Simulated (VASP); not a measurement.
# Se (Im-3m) in VASP: notebook, part 2 of 2

VASP 6.6.1. Earlier steps stand in the parts before.

## Step 4: Relaxation of cell and atoms, RPBE

This run uses another cell than the first one, of 21.81 Å³/atom, 0.966 times its volume.

File INCAR:

```
PREC = Accurate ; ENCUT = 600
EDIFF = 1E-6 ; ISMEAR = -1
SIGMA = 0.1 ; LREAL = F
LASPH = T ; NELM = 100
ALGO = Normal ; ISIF = 3
LWAVE = F ; LCHARG = F
GGA = RP ; IBRION = 2
NSW = 80 ; EDIFFG = -0.01
```

File KPOINTS:

```
regular mesh
0
Gamma
  13 13 13
```

File POSCAR:

```
Se
1.0
   -1.7600399104      1.7600399104      1.7600399104
    1.7600399104     -1.7600399104      1.7600399104
    1.7600399104      1.7600399104     -1.7600399104
Se
1
Direct
    0.0000000000      0.0000000000      0.0000000000
```

Potentials or basis: VASP PAW PBE potentials, release 64 (Se).

On the command line:

```
> cat potpaw_PBE.64/Se/POTCAR > POTCAR
> mpirun -np 1 vasp_std > vasp.out
```

OUTCAR:

```text
PREC = Accurate
   ENCUT = 600
   EDIFF = 1E-6
   ISMEAR = -1
   LREAL = F
   LASPH = T
   NELM = 100
   ISIF = 3
   GGA = RP
   IBRION = 2
   NSW = 80
   EDIFFG = -0.01

 ion  position               nearest neighbor table
   1  0.000  0.000  0.000-

  LATTYP: Found a body centered cubic cell.
 ALAT       =     3.5200798208

  Lattice vectors:

 A1 = (  -1.7600399104,   1.7600399104,   1.7600399104)
 A2 = (   1.7600399104,  -1.7600399104,   1.7600399104)
 A3 = (   1.7600399104,   1.7600399104,  -1.7600399104)

Analysis of symmetry for initial positions (statically):
=====================================================================
 Subroutine PRICEL returns:
 Original cell was already a primitive cell.

 Routine SETGRP: Setting up the symmetry group for a
 body centered cubic supercell.

 Subroutine GETGRP returns: Found 48 space group operations
 (whereof 48 operations were pure point group operations)
 out of a pool of 48 trial point group operations.

The static configuration has the point symmetry O_h .

Analysis of symmetry for dynamics (positions and initial velocities):
=====================================================================
 Subroutine PRICEL returns:
 Original cell was already a primitive cell.

 Routine SETGRP: Setting up the symmetry group for a
 body centered cubic supercell.

 Subroutine GETGRP returns: Found 48 space group operations
 (whereof 48 operations were pure point group operations)
 out of a pool of 48 trial point group operations.

The dynamic configuration has the point symmetry O_h .

 Subroutine INISYM returns: Found 48 space group operations
 (whereof 48 operations are pure point group operations),
 and found     1 'primitive' translations

----------------------------------------------------------------------------------------

                                     Primitive cell

  volume of cell :      21.8086

  direct lattice vectors                    reciprocal lattice vectors
    -1.760039910  1.760039910  1.760039910     0.000000000  0.284084467  0.284084467
     1.760039910 -1.760039910  1.760039910     0.284084467  0.000000000  0.284084467
     1.760039910  1.760039910 -1.760039910     0.284084467  0.284084467  0.000000000
[... 88 lines left out ...]
   ISIF   =      3    stress and relaxation
   ISYM   =      2    0-nonsym 1-usesym 2-fastsym
   POTIM  = 0.5000    time-step for ionic-motion
   TEBEG  =    0.0;   TEEND  =   0.0 temperature during run
   PSTRESS=    0.0 pullay stress
   NELECT =       6.0000    total number of electrons
   NUPDOWN=      -1.0000    fix difference up-down
   EMIN   =  10.00;   EMAX   =-10.00  energy-range for DOS
   EFERMI =   0.00;   METHOD = LEGACY
   ISMEAR =    -1;   SIGMA  =   0.10  broadening in eV -4-tet -1-fermi 0-gaus
   EFERMI_NEDOS =   21; number of points for ismear=-14 and -15
   IALGO  =     38    algorithm
   IMIX   =      4    mixing-type and parameters
     AMIX     =   0.40;   BMIX     =  1.00
     AMIX_MAG =   1.60;   BMIX_MAG =  1.00
  volume/ion in A,a.u.               =      21.81       147.17
  Fermi-wavevector in a.u.,A,eV,Ry     =   1.064754  2.012094 15.424948  1.133702
  Thomas-Fermi vector in A             =   2.200283
   LORBIT       =      0    0 simple, 1 ext, 2 COOP (PROOUT), +10 PAW based schemes
   GGA     = RP    functional components
   LHFCALC =     F    Hartree Fock is set to
   AEXX    =    0.0000 exact exchange contribution
   IVDW    =     0    specifies the selected vdW correction
   LEPSILON=     F    determine dielectric tensor
   LRPA    =     F    only Hartree local field effects (RPA)
 conjugate gradient relaxation of ions
 non-spin polarized calculation
  energy-cutoff  :      600.00
  volume of cell :       21.81
 maximum number of plane-waves:       739
   NGX = 13   NGY = 13   NGZ = 13

--------------------------------------- Ionic step        1  -------------------------------------------

 number of electron       6.0000001 magnetization

 Free energy of the ion-electron system (eV)
  ---------------------------------------------------
  ext. energy  EPLUGINS =         0.00000000
  ---------------------------------------------------
  free energy    TOTEN  =        -2.51362567 eV

  energy without entropy =       -2.48969706  energy(sigma->0) =       -2.50166137

 E-fermi :   4.7914     XC(G=0): -10.2006

 val. band max:        4.7721607764   @ k =   0.4615   0.0000   0.0000
 cond. band min:       4.8250406160   @ k =  -0.2308   0.3077   0.0769
 fundamental gap:      0.0528798396
 Fermi energy:         4.7913609556

 k-point     1 :       0.0000    0.0000    0.0000
  band No.  band energies     occupation
      1     -10.7423      2.00000
      2       7.3830      0.00000
      3       7.3830      0.00000
      4       7.3830      0.00000
      5      15.1009      0.00000
      6      16.9710      0.00000
      7      16.9710      0.00000
[... 299 lines left out ...]
--------------------------------------- Ionic step        3  -------------------------------------------

 number of electron       5.9999999 magnetization

 Free energy of the ion-electron system (eV)
  ---------------------------------------------------
  ext. energy  EPLUGINS =         0.00000000
  ---------------------------------------------------
  free energy    TOTEN  =        -2.52138875 eV

  energy without entropy =       -2.49916866  energy(sigma->0) =       -2.51027870

 E-fermi :   5.3027     XC(G=0): -10.4077

 val. band max:        5.2587439057   @ k =   0.2308   0.0769   0.0769
 cond. band min:       5.3096404927   @ k =   0.4615   0.0000   0.0000
 fundamental gap:      0.0508965871
 Fermi energy:         5.3026547343

 k-point     1 :       0.0000    0.0000    0.0000
  band No.  band energies     occupation
      1     -10.5960      2.00000
      2       8.1053      0.00000
      3       8.1053      0.00000
      4       8.1053      0.00000
      5      16.1467      0.00000
      6      17.5762      0.00000
      7      17.5762      0.00000
[... 258 lines left out ...]
  FREE ENERGIE OF THE ION-ELECTRON SYSTEM (eV)
  ---------------------------------------------------
  free  energy   TOTEN  =        -2.5213887468 eV

  energy  without entropy=       -2.4991686551  energy(sigma->0) =       -2.51027870

 reached required accuracy - stopping structural energy minimisation
```

It took 9 s on 1 thread of Intel Xeon 6975P-C (Granite Rapids), shared host; peak memory 0.14 GiB.

Results:

```
Free energy                            : -2.5214 eV
Relaxed volume                         : 20.88 Å³/atom
Relaxed cell                           : a = 3.004 Å, b = 3.004 Å, c = 3.004 Å, α = 109.47°, β = 109.47°, γ = 109.47°
Space group after relaxing (to 0.05 Å) : Im-3m (No. 229)
Energy gained by relaxing              : 7.8 meV/atom
Ionic steps                            : 3
Pressure after relaxing                : 0.0 GPa
Band gap on the k mesh                 : zero (band 3 reaches 8.11 eV, above the bottom of band 4 at 2.16 eV)
```

The path:
```tsv
step	energy change (eV)	largest force (eV/Å)	pressure (GPa)	volume (Å³)
1	0.0000	0.0000	-2.57	21.81
2	-0.0075	0.0000	0.50	20.72
3	-0.0078	0.0000	0.00	20.88
```

Final structure:
```xyz
1
Lattice="-1.7346 1.7346 1.7346 1.7346 -1.7346 1.7346 1.7346 1.7346 -1.7346" Properties=species:S:1:pos:R:3 pbc="T T T"
Se    0.0000    0.0000    0.0000
```

Caveat: the PAW data sets were made with another functional, which shifts forces and pressure a little.

## Step 5: Single point, RPBE

This run uses another cell than the first one, of 20.90 Å³/atom, 0.926 times its volume.

File INCAR:

```
SYSTEM = Se
ALGO     = Normal         ! electronic algorithm
EDIFF    = 1E-6           ! SCF threshold, eV
ENCUT    = 520            ! plane-wave cutoff, eV
GGA      = RP             ! functional
ISIF     = 2              ! what is computed and relaxed
ISMEAR   = -1             ! smearing method
LASPH    = .TRUE.         ! aspherical terms in the spheres
LCHARG   = .FALSE.        ! write CHGCAR
LREAL    = .FALSE.        ! projectors in reciprocal space
LWAVE    = .FALSE.        ! write WAVECAR
NBANDS   = 9              ! bands
NELM     = 60             ! most SCF steps
PREC     = Accurate       ! precision mode
SIGMA    = 0.1            ! smearing width, eV
```

File KPOINTS:

```
k-points
0
G
  21 21 21
  0 0 0
```

File POSCAR:

```
Se
1.0
   -1.7352697038      1.7352697038      1.7352697038
    1.7352697038     -1.7352697038      1.7352697038
    1.7352697038      1.7352697038     -1.7352697038
Se
1
Direct
    0.0000000000      0.0000000000      0.0000000000
```

On the command line:

```
> cat potpaw_PBE.64/Se/POTCAR > POTCAR
> mpirun -np 1 vasp_std > vasp.out
```

Run time: 13 s. Hardware: 1 thread of Intel Xeon 6975P-C (Granite Rapids), shared host; peak memory 0.17 GiB.

The run converged. Its results:

```yaml
Free_energy: -2.5153 eV
Pressure: 0.1 GPa
Band_gap_on_the_k_mesh: zero (band 3 reaches 8.09 eV, above the bottom of band 4 at 1.96 eV)
```

Levels at points of the mesh, in eV from the Fermi level:
```
           k point  band 1  band 2  band 3  band 4  band 5  band 6  band 7  band 8
(0.00, 0.00, 0.00)  -15.86    2.83    2.83    2.83   10.86   12.30   12.30   12.30
```

Caveat: the PAW data sets were made with another functional, which shifts forces and pressure a little.

## Step 6: Overview

```csv
task,cell,k mesh,cutoff (eV),gap on the mesh (eV),pressure (GPa)
single point,"a = 3.084 Å, angles 109.5°, 1 atom",14 × 14 × 14,520,none,-4.0
single point,"a = 3.121 Å, angles 109.5°, 1 atom",14 × 14 × 14,520,none,-5.5
relaxation of cell and atoms,"relaxed from a = 3.048 Å, angles 109.5°, 1 atom",13 × 13 × 13,600,none,0.0
single point,"a = 3.006 Å, angles 109.5°, 1 atom",21 × 21 × 21,520,none,0.1
```

Alike in all rows: level RPBE; potentials or basis VASP PAW PBE potentials, release 64 (Se); no spin polarisation; smearing fermi-dirac 0.1 eV.

Caveats: the PAW data sets were made with another functional, which shifts forces and pressure a little.

Total energies depend on the potentials used, so only differences within one code and one set of settings carry meaning.
